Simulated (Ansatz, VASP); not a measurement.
## CuF: VASP beside Ansatz

```
CELL_PARAMETERS angstrom
-2.09922 2.09922 1.86303
2.09922 -2.09922 1.86303
2.09922 2.09922 -1.86303
ATOMIC_POSITIONS crystal
Cu 0.00000 0.00000 0.00000
F 0.50000 0.50000 0.00000
```

Alike in both runs: functional PBE; k mesh 10 × 10 × 10; occupations gaussian, width 0.02 eV; no spin polarisation.

Ansatz relaxed the structure, and its values are those at the end. VASP's run is a single point on that final structure, the one shown.

```csv
,VASP,Ansatz
version,VASP 6.6.1,Ansatz 0.2.0
potentials or method,"VASP PAW PBE potentials, release 64 (Cu_sv_GW, F), cutoff 820 eV","scalar-relativistic, plane waves, PAW"
valence electrons in the cell,26,26
```

```tsv
	VASP	Ansatz	Ansatz less VASP
gap on the k mesh at the Fermi level (eV)	0.67	0.67	+0.003
least direct gap on the mesh (eV)	1.25	1.25	-0.007
pressure (GPa)	-0.3	0.0	+0.37
```
